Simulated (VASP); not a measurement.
Here is a VASP 6.6.1 calculation.

The input INCAR:

```
SYSTEM = NaF
PREC = Accurate
ENCUT = 600
EDIFF = 1E-6
ISMEAR = 0
SIGMA = 0.02
LREAL = .FALSE.
LASPH = .TRUE.
NELM = 60
ALGO = Normal
ISIF = 3
LWAVE = .FALSE.
LCHARG = .FALSE.
GGA = PS
IBRION = 2
NSW = 100
EDIFFG = -0.005
```

The input KPOINTS:

```
Automatic mesh
0
G
  8 8 8
  0 0 0
```

The input POSCAR:

```
NaF
1.0
    0.0000000000      2.3200000000      2.3200000000
    2.3200000000      0.0000000000      2.3200000000
    2.3200000000      2.3200000000      0.0000000000
Na F
1 1
Direct
    0.0000000000      0.0000000000      0.0000000000
    0.5000000000      0.5000000000      0.5000000000
```

Potentials or basis: VASP PAW PBE potentials, release 64 (Na_pv, F).

The run is started by

```console
$ cat potpaw_PBE.64/Na_pv/POTCAR potpaw_PBE.64/F/POTCAR > POTCAR
$ mpirun -np 1 vasp_std > vasp.out
```

(1) What does it give for the band gap on the k mesh?

(2) What does it give for the relaxed volume?

(3) What does it give for the relaxed cell?

(4) Estimate the space group after relaxing (to 0.05 Å).

Answers

(1) 6.18 eV, direct.

(2) 12.39 Å³/atom.

(3) a = 3.273 Å, b = 3.273 Å, c = 3.273 Å, α = 60.00°, β = 60.00°, γ = 60.00°.

(4) Fm-3m (No. 225).

Caveat: the PAW data sets were made with another functional, which shifts forces and pressure a little.
